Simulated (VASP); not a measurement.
# Ta (Im-3m) in VASP: a series of runs

Ta is run at these levels: revPBE, BLYP, PBEsol; tasks: relaxation of cell and atoms.

All numbers are computed with VASP 6.6.1; they aren't measurements. Logs are shortened: lines on timing, memory, paths and dates and some standing lists are left out, and cuts for length are marked.

## Step 1: The cell of the first run

It takes space group Im-3m (No. 229, cubic). The conventional cell has a = 3.303 Å, b = 3.303 Å, c = 3.303 Å, α = 90.00°, β = 90.00°, γ = 90.00°. Ta (site symmetry m-3m) has 14 Ta at 2.86 to 3.30 Å within 3.8 Å.

## Step 2: Relaxation of cell and atoms, revPBE

File INCAR:

```
SYSTEM = Ta
  PREC = Accurate
  ENCUT = 600
  EDIFF = 1E-6
  ISMEAR = -1
  SIGMA = 0.05
  LREAL = .FALSE.
  LASPH = .TRUE.
  NELM = 80
  ALGO = Normal
  ISIF = 3
  LWAVE = .FALSE.
  LCHARG = .FALSE.
  GGA = RE
  IBRION = 2
  NSW = 60
  EDIFFG = -0.01
```

File KPOINTS:

```
Automatic mesh
0
G
  11 11 11
  0 0 0
```

File POSCAR:

```
Ta
1.0
   -1.6512800000      1.6512800000      1.6512800000
    1.6512800000     -1.6512800000      1.6512800000
    1.6512800000      1.6512800000     -1.6512800000
Ta
1
Direct
    0.0000000000      0.0000000000      0.0000000000
```

Potentials or basis: VASP PAW PBE potentials, release 64 (Ta_pv).

Started as:

```bash
$ cat potpaw_PBE.64/Ta_pv/POTCAR > POTCAR
$ mpirun -np 1 vasp_std > vasp.out
```

OUTCAR:

```text
SYSTEM = Ta
   PREC = Accurate
   ENCUT = 600
   EDIFF = 1E-6
   ISMEAR = -1
   LREAL = .FALSE.
   LASPH = .TRUE.
   NELM = 80
   ISIF = 3
   GGA = RE
   IBRION = 2
   NSW = 60
   EDIFFG = -0.01

 ion  position               nearest neighbor table
   1  0.000  0.000  0.000-

  LATTYP: Found a body centered cubic cell.
 ALAT       =     3.3025600000

  Lattice vectors:

 A1 = (  -1.6512800000,   1.6512800000,   1.6512800000)
 A2 = (   1.6512800000,  -1.6512800000,   1.6512800000)
 A3 = (   1.6512800000,   1.6512800000,  -1.6512800000)

Analysis of symmetry for initial positions (statically):
=====================================================================
 Subroutine PRICEL returns:
 Original cell was already a primitive cell.

 Routine SETGRP: Setting up the symmetry group for a
 body centered cubic supercell.

 Subroutine GETGRP returns: Found 48 space group operations
 (whereof 48 operations were pure point group operations)
 out of a pool of 48 trial point group operations.

The static configuration has the point symmetry O_h .

Analysis of symmetry for dynamics (positions and initial velocities):
=====================================================================
 Subroutine PRICEL returns:
 Original cell was already a primitive cell.

 Routine SETGRP: Setting up the symmetry group for a
 body centered cubic supercell.

 Subroutine GETGRP returns: Found 48 space group operations
 (whereof 48 operations were pure point group operations)
 out of a pool of 48 trial point group operations.

The dynamic configuration has the point symmetry O_h .

 Subroutine INISYM returns: Found 48 space group operations
 (whereof 48 operations are pure point group operations),
 and found     1 'primitive' translations

----------------------------------------------------------------------------------------

                                     Primitive cell

  volume of cell :      18.0104

  direct lattice vectors                    reciprocal lattice vectors
    -1.651280000  1.651280000  1.651280000     0.000000000  0.302795407  0.302795407
     1.651280000 -1.651280000  1.651280000     0.302795407  0.000000000  0.302795407
     1.651280000  1.651280000 -1.651280000     0.302795407  0.302795407  0.000000000

  length of vectors
     2.860100858  2.860100858  2.860100858     0.428217371  0.428217371  0.428217371

[... 87 lines left out ...]
   TEBEG  =    0.0;   TEEND  =   0.0 temperature during run
   PSTRESS=    0.0 pullay stress
   NELECT =      11.0000    total number of electrons
   NUPDOWN=      -1.0000    fix difference up-down
   EMIN   =  10.00;   EMAX   =-10.00  energy-range for DOS
   EFERMI =   0.00;   METHOD = LEGACY
   ISMEAR =    -1;   SIGMA  =   0.05  broadening in eV -4-tet -1-fermi 0-gaus
   EFERMI_NEDOS =   21; number of points for ismear=-14 and -15
   IALGO  =     38    algorithm
   IMIX   =      4    mixing-type and parameters
     AMIX     =   0.40;   BMIX     =  1.00
     AMIX_MAG =   1.60;   BMIX_MAG =  1.00
  volume/ion in A,a.u.               =      18.01       121.54
  Fermi-wavevector in a.u.,A,eV,Ry     =   1.388988  2.624806 26.249534  1.929286
  Thomas-Fermi vector in A             =   2.513061
   LORBIT       =      0    0 simple, 1 ext, 2 COOP (PROOUT), +10 PAW based schemes
   GGA     = RE    functional components
   LHFCALC =     F    Hartree Fock is set to
   AEXX    =    0.0000 exact exchange contribution
   IVDW    =     0    specifies the selected vdW correction
   LEPSILON=     F    determine dielectric tensor
   LRPA    =     F    only Hartree local field effects (RPA)
 conjugate gradient relaxation of ions
 non-spin polarized calculation
  energy-cutoff  :      600.00
  volume of cell :       18.01
 maximum number of plane-waves:       615
   NGX = 11   NGY = 11   NGZ = 11

--------------------------------------- Ionic step        1  -------------------------------------------

 number of electron      11.0000002 magnetization

 Free energy of the ion-electron system (eV)
  ---------------------------------------------------
  ext. energy  EPLUGINS =         0.00000000
  ---------------------------------------------------
  free energy    TOTEN  =       -11.41334420 eV

  energy without entropy =      -11.40472099  energy(sigma->0) =      -11.40903259

------------------------ aborting loop because EDIFF is reached ----------------------------------------

  FORCE on cell =-STRESS in cart. coord.  units (eV):
  Direction    XX          YY          ZZ          XY          YZ          ZX
  --------------------------------------------------------------------------------------
  -------------------------------------------------------------------------------------
  Total        0.5880522      0.5880522      0.5880522     -0.0000000     -0.0000000      0.0000000
  in kB       52.3123596     52.3123596     52.3123596     -0.0000000     -0.0000000      0.0000000
  external PRESSURE =      52.3123596 kB  Pullay stress =       0.0000000 kB
[... 57 lines left out ...]
--------------------------------------- Ionic step        3  -------------------------------------------

 number of electron      10.9999999 magnetization

 Free energy of the ion-electron system (eV)
  ---------------------------------------------------
  ext. energy  EPLUGINS =         0.00000000
  ---------------------------------------------------
  free energy    TOTEN  =       -11.42096548 eV

  energy without entropy =      -11.41086526  energy(sigma->0) =      -11.41591537

 E-fermi :   5.3257     XC(G=0): -12.4424

 val. band max:        5.3109410999   @ k =   0.1818   0.0000   0.0000
 cond. band min:       5.3760982044   @ k =   0.3636   0.1818   0.0000
 fundamental gap:      0.0651571045
 Fermi energy:         5.3257248893

 k-point     1 :       0.0000    0.0000    0.0000
  band No.  band energies     occupation
      1     -27.8621      2.00000
      2     -27.8621      2.00000
      3     -27.8621      2.00000
      4      -2.4758      2.00000
      5       6.0835      0.00000
      6       6.0835      0.00000
      7       6.0835      0.00000
      8       9.2658      0.00000
      9       9.2658      0.00000
[... 265 lines left out ...]
 k-point    24 :       0.3636    0.1818    0.0909
  band No.  band energies     occupation
      1     -28.7439      2.00000
      2     -28.3487      2.00000
      3     -28.0365      2.00000
      4       2.5802      2.00000
      5       3.8141      2.00000
      6       5.3020      1.23310
      7       9.6611      0.00000
      8      10.2139      0.00000
      9      14.1443      0.00000

 [... further k-points ...]
[... 5 lines left out ...]
  --------------------------------------------------------------------------------------
  -------------------------------------------------------------------------------------
  Total       -0.0093538     -0.0093538     -0.0093538      0.0000000      0.0000000      0.0000000
  in kB       -0.8100840     -0.8100840     -0.8100840      0.0000000      0.0000000      0.0000000
  external PRESSURE =      -0.8100840 kB  Pullay stress =       0.0000000 kB
[... 16 lines left out ...]
  FREE ENERGIE OF THE ION-ELECTRON SYSTEM (eV)
  ---------------------------------------------------
  free  energy   TOTEN  =       -11.4209654811 eV

  energy  without entropy=      -11.4108652568  energy(sigma->0) =      -11.41591537

 reached required accuracy - stopping structural energy minimisation
```

CONTCAR:

```text
Ta
   1.00000000000000
    -1.6661052289267604    1.6661052289267604    1.6661052289267604
     1.6661052289267604   -1.6661052289267604    1.6661052289267604
     1.6661052289267604    1.6661052289267604   -1.6661052289267604
  Ta
     1
Direct
     0.0000000000000000    0.0000000000000000    0.0000000000000000

  0.00000000E+00  0.00000000E+00  0.00000000E+00
```

Run time: 22 s. Hardware: 1 thread of AMD EPYC 7R43 (Zen 3), shared host; peak memory 0.12 GiB.

Results:

```yaml
Free_energy: -11.4210 eV
Relaxed_volume: 18.50 Å³/atom
Relaxed_cell: a = 2.886 Å, b = 2.886 Å, c = 2.886 Å, α = 109.47°, β = 109.47°, γ = 109.47°
Space_group_after_relaxing_to_0.05_Å: Im-3m (No. 229)
Energy_gained_by_relaxing: 7.6 meV/atom
Ionic_steps: 3
Pressure_after_relaxing: -0.1 GPa
```

The path:
```
step  energy change (eV)  largest force (eV/Å)  pressure (GPa)  volume (Å³)
   1              0.0000                0.0000            5.23        18.01
   2              0.0273                0.0000           -9.74        19.59
   3             -0.0076                0.0000           -0.08        18.50
```

Final structure:
```xyz
1
Lattice="-1.6661 1.6661 1.6661 1.6661 -1.6661 1.6661 1.6661 1.6661 -1.6661" Properties=species:S:1:pos:R:3 pbc="T T T"
Ta    0.0000    0.0000    0.0000
```

Caveat: the PAW data sets were made with another functional, which shifts forces and pressure a little; spin-orbit coupling is left out, which moves the levels of the heavy elements. revPBE gives volumes clearly too large for solids.

## Step 3: Relaxation of cell and atoms, BLYP

File INCAR:

```
PREC     = Accurate       # precision mode
ENCUT    = 600            # plane-wave cutoff, eV
EDIFF    = 1E-6           # SCF threshold, eV
ISMEAR   = -1             # smearing method
SIGMA    = 0.05           # smearing width, eV
LREAL    = False          # projectors in reciprocal space
LASPH    = True           # aspherical terms in the spheres
NELM     = 80             # most SCF steps
ALGO     = Normal         # electronic algorithm
ISIF     = 3              # what is computed and relaxed
LWAVE    = False          # write WAVECAR
LCHARG   = False          # write CHGCAR
GGA      = B5             # functional
ALDAX    = 1.0          
AGGAX    = 1.0          
AGGAC    = 1.0          
ALDAC    = 0.0          
IBRION   = 2              # ionic algorithm
NSW      = 60             # ionic steps
EDIFFG   = -0.01          # ionic threshold
```

File KPOINTS:

```
regular mesh
0
Gamma
  11 11 11
```

POSCAR is that of step 2.

Potentials or basis: VASP PAW PBE potentials, release 64 (Ta_pv).

Started as:

```bash
$ cat potpaw_PBE.64/Ta_pv/POTCAR > POTCAR
$ mpirun -np 1 vasp_std > vasp.out
```

Wall time 50 s (1 thread of AMD EPYC 7R43 (Zen 3), shared host); peak memory 0.12 GiB.

It converged, with:

- Free energy: -10.3045 eV
- Relaxed volume: 18.91 Å³/atom
- Relaxed cell: a = 2.907 Å, b = 2.907 Å, c = 2.907 Å, α = 109.47°, β = 109.47°, γ = 109.47°
- Space group after relaxing (to 0.05 Å): Im-3m (No. 229)
- Energy gained by relaxing: 26.8 meV/atom
- Ionic steps: 4
- Pressure after relaxing: 0.0 GPa

Step by step:
| step | energy change (eV) | largest force (eV/Å) | pressure (GPa) | volume (Å³) |
| --- | --- | --- | --- | --- |
| 1 | 0.0000 | 0.0000 | 9.97 | 18.01 |
| 2 | 0.0918 | 0.0000 | -15.88 | 21.09 |
| 3 | -0.0268 | 0.0000 | -0.36 | 18.95 |
| 4 | -0.0268 | 0.0000 | -0.02 | 18.91 |

Final structure:
```xyz
1
Lattice="-1.6784 1.6784 1.6784 1.6784 -1.6784 1.6784 1.6784 1.6784 -1.6784" Properties=species:S:1:pos:R:3 pbc="T T T"
Ta    0.0000    0.0000    0.0000
```

Levels at points of the mesh, in eV from the Fermi level:
| k point | band 1 | band 2 | band 3 | band 4 | band 5 | band 6 | band 7 | band 8 | band 9 |
| --- | --- | --- | --- | --- | --- | --- | --- | --- | --- |
| (0.00, 0.00, 0.00) | -33.14 | -33.14 | -33.14 | -7.58 | 0.61 | 0.61 | 0.61 | 3.73 | 3.73 |

Caveat: the PAW data sets were made with another functional, which shifts forces and pressure a little; spin-orbit coupling is left out, which moves the levels of the heavy elements. Zero-point motion and thermal expansion aren't in these numbers.

## Step 4: Relaxation of cell and atoms, PBEsol

File INCAR:

```
SYSTEM = Ta
PREC = Accurate ; ENCUT = 600
EDIFF = 1E-7 ; ISMEAR = -1
SIGMA = 0.05 ; LREAL = .FALSE.
LASPH = .TRUE. ; NELM = 100
ALGO = Normal ; ISIF = 3
LWAVE = .FALSE. ; LCHARG = .FALSE.
GGA = PS ; IBRION = 2
NSW = 60 ; EDIFFG = -0.01
```

File KPOINTS:

```
regular mesh
0
G
  11 11 11
  0 0 0
```

POSCAR is that of step 3.

Started as:

```bash
$ cat potpaw_PBE.64/Ta_pv/POTCAR > POTCAR
$ mpirun -np 1 vasp_std > vasp.out
```

Run time: 23 s. Hardware: 1 thread of AMD EPYC 7R43 (Zen 3), shared host; peak memory 0.12 GiB.

The run converged. Its results:

```
Free energy                            : -12.5615 eV
Relaxed volume                         : 17.65 Å³/atom
Relaxed cell                           : a = 2.841 Å, b = 2.841 Å, c = 2.841 Å, α = 109.47°, β = 109.47°, γ = 109.47°
Space group after relaxing (to 0.05 Å) : Im-3m (No. 229)
Energy gained by relaxing              : 4.8 meV/atom
Ionic steps                            : 3
Pressure after relaxing                : -0.1 GPa
```

Step by step:
```csv
step,energy change (eV),largest force (eV/Å),pressure (GPa),volume (Å³)
1,0.0000,0.0000,-4.16,18.01
2,0.0235,0.0000,11.46,16.82
3,-0.0048,0.0000,-0.07,17.65
```

Final structure:
```xyz
1
Lattice="-1.6403 1.6403 1.6403 1.6403 -1.6403 1.6403 1.6403 1.6403 -1.6403" Properties=species:S:1:pos:R:3 pbc="T T T"
Ta    0.0000    0.0000    0.0000
```

Levels at points of the mesh, in eV from the Fermi level:
```tsv
k point	band 2	band 3	band 4	band 5	band 6	band 7	band 8	band 9
(0.00, 0.00, 0.00)	-32.94	-32.94	-8.00	0.72	0.72	0.72	4.07	4.07
```

Caveat: the PAW data sets were made with another functional, which shifts forces and pressure a little; spin-orbit coupling is left out, which moves the levels of the heavy elements.

## Step 5: Relaxation of cell and atoms, PBEsol, target pressure 2 GPa, at which the enthalpy is minimised

File INCAR:

```
SYSTEM = Ta
PREC     = Accurate       ! precision mode
ENCUT    = 600            ! plane-wave cutoff, eV
EDIFF    = 1E-6           ! SCF threshold, eV
ISMEAR   = -1             ! smearing method
SIGMA    = 0.05           ! smearing width, eV
LREAL    = .False.        ! projectors in reciprocal space
LASPH    = .True.         ! aspherical terms in the spheres
NELM     = 100            ! most SCF steps
ALGO     = Fast           ! electronic algorithm
ISIF     = 3              ! what is computed and relaxed
LWAVE    = .False.        ! write WAVECAR
LCHARG   = .False.        ! write CHGCAR
GGA      = PS             ! functional
IBRION   = 2              ! ionic algorithm
NSW      = 60             ! ionic steps
EDIFFG   = -0.01          ! ionic threshold
PSTRESS  = 20.0
```

File KPOINTS:

```
Automatic mesh
0
Gamma
  11 11 11
  0 0 0
```

POSCAR is that of step 4.

Started as:

```bash
$ cat potpaw_PBE.64/Ta_pv/POTCAR > POTCAR
$ mpirun -np 1 vasp_std > vasp.out
```

Wall time 35 s (1 thread of AMD EPYC 7R43 (Zen 3), shared host); peak memory 0.11 GiB.

It converged, with:

```yaml
Free_energy: -12.5605 eV
Relaxed_volume: 17.49 Å³/atom
Relaxed_cell: a = 2.832 Å, b = 2.832 Å, c = 2.832 Å, α = 109.47°, β = 109.47°, γ = 109.47°
Space_group_after_relaxing_to_0.05_Å: Im-3m (No. 229)
Energy_change_on_relaxing_the_enthalpy_is_what_falls: -3.8 meV/atom
Ionic_steps: 4
Pressure_after_relaxing: 2.0 GPa
```

Step by step:
```
step  energy change (eV)  largest force (eV/Å)  pressure (GPa)  volume (Å³)
   1              0.0000                0.0000           -4.17        18.01
   2              0.0795                0.0000           20.95        16.26
   3             -0.0040                0.0000            1.80        17.50
   4             -0.0038                0.0000            1.95        17.49
```

Final structure:
```yaml
crystal:
  lattice:
    - [-1.63514, 1.63514, 1.63514]
    - [1.63514, -1.63514, 1.63514]
    - [1.63514, 1.63514, -1.63514]
  atoms:
    - { symbol: Ta, position: [0.00000, 0.00000, 0.00000] }
```

Levels at points of the mesh, in eV from the Fermi level:
| k point | band 1 | band 2 | band 3 | band 4 | band 5 | band 6 | band 7 | band 8 | band 9 |
| --- | --- | --- | --- | --- | --- | --- | --- | --- | --- |
| (0.00, 0.00, 0.00) | -32.90 | -32.90 | -32.90 | -8.04 | 0.72 | 0.72 | 0.72 | 4.10 | 4.10 |

Caveat: the cell is relaxed towards a set pressure, so the enthalpy falls and the energy may rise; the PAW data sets were made with another functional, which shifts forces and pressure a little; spin-orbit coupling is left out, which moves the levels of the heavy elements.

## Step 6: Summary

| level | cell | gap on the mesh (eV) | pressure (GPa) | relaxed volume (Å³/atom) |
| --- | --- | --- | --- | --- |
| revPBE | relaxed | none | -0.1 | 18.50 |
| BLYP | relaxed | none | 0.0 | 18.91 |
| PBEsol | relaxed | none | -0.1 | 17.65 |
| PBEsol | relaxed to 2 GPa | none | 2.0 | - |

Alike in all rows: task relaxation of cell and atoms; potentials or basis VASP PAW PBE potentials, release 64 (Ta_pv); no spin polarisation; k mesh 11 × 11 × 11; cutoff (eV) 600; smearing fermi-dirac 0.05 eV.

Caveats: the PAW data sets were made with another functional, which shifts forces and pressure a little; spin-orbit coupling is left out, which moves the levels of the heavy elements; the cell is relaxed towards a set pressure, so the enthalpy falls and the energy may rise (some runs).

Total energies depend on the potentials used, so only differences within one code and one set of settings carry meaning.
